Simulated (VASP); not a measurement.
# Fe (Fm-3m) in VASP: notebook, part 2 of 2

VASP 6.6.1. Earlier steps stand in the parts before.

## 3. Single point, PBEsol, collinear spin, antiferromagnetic start

Input file INCAR:

```
PREC = Accurate
ENCUT = 600
EDIFF = 1E-6
ISMEAR = -1
SIGMA = 0.1
LREAL = False
LASPH = True
NELM = 200
ALGO = Normal
ISIF = 2
LWAVE = False
LCHARG = False
ISPIN = 2
MAGMOM = 4 -4
LORBIT = 11
LMAXMIX = 4
GGA = PS
NBANDS = 19
ISYM = 0
GGA_COMPAT = False
```

Input file KPOINTS:

```
Automatic mesh
0
Gamma
  6 11 11
```

Input file POSCAR:

```
Fe
1.0
    0.0000000000      3.5310000000      3.5310000000
    1.7655000000      0.0000000000      1.7655000000
    1.7655000000      1.7655000000      0.0000000000
Fe
2
Direct
    0.0000000000      0.0000000000      0.0000000000
    0.5000000000      0.0000000000      0.0000000000
```

Potentials or basis: VASP PAW PBE potentials, release 64 (Fe).

Run with:

```
> cat potpaw_PBE.64/Fe/POTCAR > POTCAR
> mpirun -np 1 vasp_std > vasp.out
```

OUTCAR:

```text
PREC = Accurate
   ENCUT = 600
   EDIFF = 1E-6
   ISMEAR = -1
   LREAL = False
   LASPH = True
   NELM = 200
   ISIF = 2
   ISPIN = 2
   LORBIT = 11
   GGA = PS
   ISYM = 0

 ion  position               nearest neighbor table
   1  0.000  0.000  0.000-   2 2.50   2 2.50   2 2.50   2 2.50   2 2.50   2 2.50
   2  0.500  0.000  0.000-   1 2.50   1 2.50   1 2.50   1 2.50   1 2.50   1 2.50

IMPORTANT INFORMATION: All symmetrisations will be switched off!
NOSYMM: (Re-)initialisation of all symmetry stuff for point group C_1.

----------------------------------------------------------------------------------------

                                     Primitive cell

  volume of cell :      22.0122

  direct lattice vectors                    reciprocal lattice vectors
     0.000000000  3.531000000  3.531000000    -0.141602945  0.141602945  0.141602945
     1.765500000  0.000000000  1.765500000     0.283205891 -0.283205891  0.283205891
     1.765500000  1.765500000  0.000000000     0.283205891  0.283205891 -0.283205891

  length of vectors
     4.993588089  2.496794044  2.496794044     0.245263496  0.490526992  0.490526992

  position of ions in fractional coordinates (direct lattice)
     0.000000000  0.000000000  0.000000000
     0.500000000  0.000000000  0.000000000

  ion indices of the primitive-cell ions
   primitive index   ion index
                 1           1
                 2           2

----------------------------------------------------------------------------------------

 KPOINTS: Automatic mesh

Automatic generation of k-mesh.
 Grid dimensions read from file:
 generate k-points for:    6   11   11

 Generating k-lattice:

  Cartesian coordinates                     Fractional coordinates (reciprocal lattice)
    -0.023600491  0.023600491  0.023600491     0.166666667  0.000000000  0.000000000
     0.025745990 -0.025745990  0.025745990     0.000000000  0.090909091  0.000000000
     0.025745990  0.025745990 -0.025745990     0.000000000  0.000000000  0.090909091

  Length of vectors
[... 112 lines left out ...]
   NGX = 19   NGY =  9   NGZ =  9

 number of electron      15.9999991 magnetization       0.0000129

 number of electron      15.9999991 magnetization      -0.0000157

 Free energy of the ion-electron system (eV)
  ---------------------------------------------------
  ext. energy  EPLUGINS =         0.00000000
  ---------------------------------------------------
  free energy    TOTEN  =       -17.59965748 eV

  energy without entropy =      -17.47667066  energy(sigma->0) =      -17.53816407

 E-fermi :   6.0165     XC(G=0): -13.4917

 val. band max:        6.0153491877   @ k =   0.0000   0.0000   0.0000
 cond. band min:       6.0176148106   @ k =   0.5000  -0.0909   0.2727
 fundamental gap:      0.0022656229
 Fermi energy:         6.0164722104

 spin component 1

 k-point     1 :       0.0000    0.0000    0.0000
  band No.  band energies     occupation
      1      -2.6010      1.00000
      2       1.3682      1.00000
      3       4.0311      1.00000
      4       4.0311      1.00000
      5       4.4550      1.00000
      6       4.5457      1.00000
[... 517 lines left out ...]
     18      28.0301      0.00000
     19      29.0697      0.00000

 [... further k-points ...]

 spin component 2

 k-point     1 :       0.0000    0.0000    0.0000
  band No.  band energies     occupation
      1      -2.6010      1.00000
      2       1.3681      1.00000
      3       4.0311      1.00000
      4       4.0311      1.00000
      5       4.4550      1.00000
      6       4.5457      1.00000
[... 517 lines left out ...]
     18      28.0301      0.00000
     19      29.0697      0.00000

 [... further k-points ...]
[... 5 lines left out ...]
  --------------------------------------------------------------------------------------
  -------------------------------------------------------------------------------------
  Total       -2.5067042     -2.4694715     -2.4694662     -0.3376367      0.3426326     -0.3376398
  in kB     -182.4527934   -179.7427749   -179.7423899    -24.5751981     24.9388332    -24.5754234
  external PRESSURE =    -180.6459860 kB  Pullay stress =       0.0000000 kB

 VOLUME and BASIS-vectors are now :
 -----------------------------------------------------------------------------
  energy-cutoff  :      600.00
  volume of cell :       22.01
      direct lattice vectors                 reciprocal lattice vectors
     0.000000000  3.531000000  3.531000000    -0.141602945  0.141602945  0.141602945
     1.765500000  0.000000000  1.765500000     0.283205891 -0.283205891  0.283205891
     1.765500000  1.765500000  0.000000000     0.283205891  0.283205891 -0.283205891

 POSITION                                       TOTAL-FORCE (eV/Angst)
 -----------------------------------------------------------------------------------
      0.00000      0.00000      0.00000        -0.000000     -0.000001      0.000000
      0.00000      1.76550      1.76550         0.000000      0.000001     -0.000000
 -----------------------------------------------------------------------------------
    total drift:                               -0.000000     -0.000001     -0.000000

  FREE ENERGIE OF THE ION-ELECTRON SYSTEM (eV)
  ---------------------------------------------------
  free  energy   TOTEN  =       -17.5996574784 eV

  energy  without entropy=      -17.4766706644  energy(sigma->0) =      -17.53816407

 total charge

# of ion       s       p       d       tot
------------------------------------------
    1        0.507   0.572   6.254   7.333
    2        0.507   0.572   6.254   7.333
--------------------------------------------------
tot          1.014   1.144  12.508  14.665

 magnetization (x)

# of ion       s       p       d       tot
------------------------------------------
    1        0.004   0.014   1.267   1.285
    2       -0.004  -0.014  -1.267  -1.285
--------------------------------------------------
tot         -0.000   0.000  -0.000  -0.000
```

OSZICAR:

```text
N       E                     dE             d eps       ncg     rms          rms(c)
DAV:   1     0.813705504074E+02    0.81371E+02   -0.78091E+03 29944   0.123E+03
DAV:   2    -0.159948684868E+02   -0.97365E+02   -0.85428E+02 27802   0.216E+02
DAV:   3    -0.199020030010E+02   -0.39071E+01   -0.36845E+01 30396   0.554E+01
DAV:   4    -0.199335072412E+02   -0.31504E-01   -0.31483E-01 31026   0.458E+00
DAV:   5    -0.199338419452E+02   -0.33470E-03   -0.33469E-03 30984   0.447E-01    0.198E+01
DAV:   6    -0.176757667995E+02    0.22581E+01   -0.69591E+00 30015   0.583E+01    0.754E+00
DAV:   7    -0.176051899510E+02    0.70577E-01   -0.80831E-01 34390   0.149E+01    0.486E+00
DAV:   8    -0.175982112311E+02    0.69787E-02   -0.18947E-02 35418   0.181E+00    0.150E+00
DAV:   9    -0.175952038614E+02    0.30074E-02   -0.13654E-02 45099   0.228E+00    0.892E-01
DAV:  10    -0.175983948972E+02   -0.31910E-02   -0.14290E-02 44926   0.209E+00    0.609E-01
DAV:  11    -0.175990704004E+02   -0.67550E-03   -0.58290E-03 41160   0.133E+00    0.567E-01
DAV:  12    -0.175992279881E+02   -0.15759E-03   -0.29348E-03 38462   0.844E-01    0.277E-01
DAV:  13    -0.175995426353E+02   -0.31465E-03   -0.10038E-03 43631   0.565E-01    0.701E-02
DAV:  14    -0.175996185377E+02   -0.75902E-04   -0.21935E-04 45153   0.208E-01    0.585E-02
DAV:  15    -0.175996413943E+02   -0.22857E-04   -0.45740E-05 46425   0.113E-01    0.367E-02
DAV:  16    -0.175996549421E+02   -0.13548E-04   -0.62150E-05 44484   0.136E-01    0.155E-02
DAV:  17    -0.175996572324E+02   -0.22904E-05   -0.19450E-05 38913   0.740E-02    0.276E-03
DAV:  18    -0.175996574784E+02   -0.24596E-06   -0.18831E-06 18292   0.107E-02
   1 F= -.17599657E+02 E0= -.17538164E+02  d E =-.122987E+00  mag=    -0.0000
```

Run time: 5.5 min. Hardware: 1 thread of Intel Xeon Platinum 8259CL at 2.50GHz (Skylake/Cascade Lake), shared host; peak memory 0.36 GiB.

What came out:

```
Free energy                                           : -17.5997 eV
Pressure                                              : -18.1 GPa
Band gap on the k mesh                                : zero (filled and empty bands overlap)
Net moment                                            : 0.00 μB per cell
Site moments                                          : Fe +1.28, -1.28 μB
Valence electrons inside the program's atomic spheres : Fe 7.33
```

Stress tensor (GPa, compression positive):
```
-18.25  -2.46  -2.46
 -2.46 -17.97   2.49
 -2.46   2.49 -17.97
```

Caveat: the cell stands under tension; the antiferromagnetic order is the one typed at the start, and another may lie lower; the PAW data sets were made with another functional, which shifts forces and pressure a little.
